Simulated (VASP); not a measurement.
CdTe: single point with PBE

CdTe:

```
CELL_PARAMETERS angstrom
4.70228 0.00000 0.00000
0.00000 4.70228 0.00000
0.00000 0.00000 6.49345
ATOMIC_POSITIONS crystal
Cd 0.00000 0.00000 0.00000
Cd 0.50000 0.50000 0.00000
Te 0.50000 0.00000 0.73053
Te 0.00000 0.50000 0.26947
```

```
Program                : VASP 6.6.1
Task                   : single point
Functional             : PBE
Potentials or basis    : VASP PAW PBE potentials, release 64 (Cd, Te)
Cutoff                 : 520 eV
k mesh                 : 6 × 6 × 4
Occupations            : gaussian, width 0.02 eV
Spin                   : no spin polarisation
Dipole correction      : no
Further INCAR settings : ALGO = Normal; EDIFF = 1e-06; NBANDS = 26
```

* Pressure: 0.1 GPa
* Largest force: 0.041 eV/Å
* Band gap on the k mesh: 0.92 eV, direct

Forces on the atoms (eV/Å):
```
Cd   0.000  0.000  0.000
Cd   0.000  0.000  0.000
Te   0.000  0.000 -0.041
Te   0.000  0.000  0.041
```

Levels at points of the mesh, in eV from the valence-band top:
```csv
k point,band 16,band 17,band 18,band 19,band 20,band 21
"(0.00, 0.00, 0.00)",-0.10,0.00,0.00,0.92,1.36,2.63
"(0.50, 0.00, 0.00)",-1.56,-0.74,-0.74,2.63,2.63,4.59
"(0.50, 0.50, 0.00)",-1.84,-1.63,-1.63,2.34,2.34,2.69
"(0.00, 0.00, 0.50)",-1.14,-0.46,-0.46,1.02,2.92,3.13
"(0.50, 0.00, 0.50)",-0.70,-0.62,-0.62,1.69,1.69,4.79
"(0.50, 0.50, 0.50)",-2.24,-2.10,-2.10,3.72,3.72,4.07
```

It took 38 s on 1 thread of Intel(R) Xeon(R) 6975P-C (Granite Rapids), with other jobs on the host, peak memory 0.3 GiB.

Caveat: spin-orbit coupling is left out, which moves the levels of the heavy elements. A k mesh can miss the band edges.
